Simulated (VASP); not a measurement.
# LiCl (I4/mmm) in VASP: notebook, part 2 of 2

VASP 6.6.1. Earlier steps stand in the parts before.

## Step 4: Single point, r2SCAN (strain +0.000 along x and y, +0.015 along z)

POSCAR

```
LiCl
1.0
    0.0000000000      2.5647600000      2.6032314000
    2.5647600000      0.0000000000      2.6032314000
    2.5647600000      2.5647600000      0.0000000000
Li Cl
1 1
Direct
    0.0000000000      0.0000000000      0.0000000000
    0.5000000000      0.5000000000      0.5000000000
```

INCAR.step1

```
SYSTEM = LiCl
  PREC = Accurate
  ENCUT = 520
  ISMEAR = 0
  SIGMA = 0.05
  LREAL = .False.
  LASPH = .True.
  NELM = 100
  NBANDS = 12
  GGA = PE
  ALGO = Normal
  EDIFF = 1E-4
  LWAVE = .True.
  LCHARG = .False.
```

INCAR.step2

```
SYSTEM = LiCl
  PREC = Accurate
  ENCUT = 520
  EDIFF = 1E-6
  ISMEAR = 0
  SIGMA = 0.05
  LREAL = .False.
  LASPH = .True.
  NELM = 100
  ALGO = Normal
  ISIF = 2
  LWAVE = .False.
  LCHARG = .False.
  METAGGA = R2SCAN
  LMIXTAU = .True.
  NBANDS = 12
  ISTART = 1
```

KPOINTS

```
regular mesh
0
Gamma
  8 8 8
  0 0 0
```

Potentials or basis: VASP PAW PBE potentials, release 64 (Li_sv, Cl).

Command:

```console
$ cat potpaw_PBE.64/Li_sv/POTCAR potpaw_PBE.64/Cl/POTCAR > POTCAR
$ cp INCAR.step1 INCAR
$ mpirun -np 1 vasp_std > vasp.out
$ cp INCAR.step2 INCAR
$ mpirun -np 1 vasp_std > vasp.out
```

OUTCAR:

```text
SYSTEM = LiCl
   PREC = Accurate
   ENCUT = 520
   EDIFF = 1E-6
   ISMEAR = 0
   LREAL = .False.
   LASPH = .True.
   NELM = 100
   ISIF = 2
   METAGGA = R2SCAN
   ISTART = 1

 ion  position               nearest neighbor table
   1  0.000  0.000  0.000-   2 2.56   2 2.56   2 2.56   2 2.56   2 2.60   2 2.60
   2  0.500  0.500  0.500-   1 2.56   1 2.56   1 2.56   1 2.56   1 2.60   1 2.60

  LATTYP: Found a body centered tetragonal cell.
 ALAT       =     3.6271183762
 C/A-ratio  =     1.4354267658

  Lattice vectors:

 A1 = (  -2.5647600000,   0.0000000000,   2.6032314000)
[... 539 lines left out ...]
      9      11.9835      0.00000
     10      15.2018      0.00000
     11      17.2367      0.00000
     12      18.2191      0.00000

 [... further k-points ...]
[... 5 lines left out ...]
  --------------------------------------------------------------------------------------
  -------------------------------------------------------------------------------------
  Total       -0.2542039     -0.2542039     -0.3474190      0.0000000      0.0000000      0.0000000
  in kB      -11.8920473    -11.8920473    -16.2527915      0.0000000      0.0000000      0.0000000
  external PRESSURE =     -13.3456287 kB  Pullay stress =       0.0000000 kB

 VOLUME and BASIS-vectors are now :
 -----------------------------------------------------------------------------
  energy-cutoff  :      520.00
  volume of cell :       34.25
      direct lattice vectors                 reciprocal lattice vectors
     0.000000000  2.564760000  2.603231400    -0.194950015  0.194950015  0.192068980
     2.564760000  0.000000000  2.603231400     0.194950015 -0.194950015  0.192068980
     2.564760000  2.564760000  0.000000000     0.194950015  0.194950015 -0.192068980

 POSITION                                       TOTAL-FORCE (eV/Angst)
 -----------------------------------------------------------------------------------
      0.00000      0.00000      0.00000        -0.000000     -0.000000     -0.000000
      2.56476      2.56476      2.60323         0.000000      0.000000      0.000000
 -----------------------------------------------------------------------------------
    total drift:                                0.000000      0.000000      0.000000

  FREE ENERGIE OF THE ION-ELECTRON SYSTEM (eV)
  ---------------------------------------------------
  free  energy   TOTEN  =       -12.5830456858 eV

  energy  without entropy=      -12.5830456858  energy(sigma->0) =      -12.58304569
```

OUTCAR.step1:

```text
SYSTEM = LiCl
   PREC = Accurate
   ENCUT = 520
   ISMEAR = 0
   LREAL = .False.
   LASPH = .True.
[... 582 lines left out ...]
      0.00000      0.00000      0.00000         0.000000      0.000000     -0.000000
      2.56476      2.56476      2.60323        -0.000000     -0.000000      0.000000
 -----------------------------------------------------------------------------------
    total drift:                                0.000000      0.000000      0.000000

  FREE ENERGIE OF THE ION-ELECTRON SYSTEM (eV)
  ---------------------------------------------------
  free  energy   TOTEN  =        -7.3856758896 eV

  energy  without entropy=       -7.3856758896  energy(sigma->0) =       -7.38567589
```

OSZICAR.step1:

```text
N       E                     dE             d eps       ncg     rms          rms(c)
DAV:   1     0.408177593258E+02    0.40818E+02   -0.41328E+03  1416   0.778E+02
DAV:   2    -0.496506303086E+01   -0.45783E+02   -0.43789E+02  1800   0.144E+02
DAV:   3    -0.739529408759E+01   -0.24302E+01   -0.24236E+01  1888   0.342E+01
DAV:   4    -0.745139505915E+01   -0.56101E-01   -0.56087E-01  1988   0.519E+00
DAV:   5    -0.745199472565E+01   -0.59967E-03   -0.59966E-03  1904   0.508E-01    0.237E+00
DAV:   6    -0.737947529953E+01    0.72519E-01   -0.15677E-01  1844   0.185E+00    0.169E+00
DAV:   7    -0.738140751487E+01   -0.19322E-02   -0.50106E-02  2144   0.117E+00    0.924E-01
DAV:   8    -0.738571501412E+01   -0.43075E-02   -0.65295E-03  1652   0.557E-01    0.155E-01
DAV:   9    -0.738567588958E+01    0.39125E-04   -0.21441E-04  1776   0.102E-01
   1 F= -.73856759E+01 E0= -.73856759E+01  d E =-.276665E-17
```

Run time: 2.3 min. Hardware: 1 thread of Intel Xeon 8259CL, shared host; peak memory 0.17 GiB.

What came out:

- Free energy: -12.5830 eV
- Band gap on the k mesh: 7.18 eV

Caveat: the cell differs from its parent crystal (strain +0.000 along x and y, +0.015 along z); the cutoff is under 1.25 times the usual one of these potentials, so pressure, stress and relaxed cells hold a basis-set (Pulay) error; the PAW data sets were made with another functional, which shifts forces and pressure a little. A k mesh can miss the band edges.

## Step 5: Summary

| cell | gap on the mesh (eV) |
| --- | --- |
| a = 3.628, b = 3.628, c = 3.573 Å, angles 60.5, 60.5, 59.0°, 2 atoms | 7.34 |
| a = 3.655, b = 3.655, c = 3.573 Å, angles 60.7, 60.7, 58.5°, 2 atoms | 7.23 |
| a = 3.654, b = 3.654, c = 3.627 Å, angles 60.2, 60.2, 59.5°, 2 atoms | 7.18 |

Alike in all rows: task single point; level r2SCAN; potentials or basis VASP PAW PBE potentials, release 64 (Li_sv, Cl); no spin polarisation; k mesh 8 × 8 × 8; cutoff (eV) 520; smearing gaussian 0.05 eV.

Caveats: the cutoff is under 1.25 times the usual one of these potentials, so pressure, stress and relaxed cells hold a basis-set (Pulay) error; the PAW data sets were made with another functional, which shifts forces and pressure a little.

Absolute energies hang on the potentials; compare differences alone.
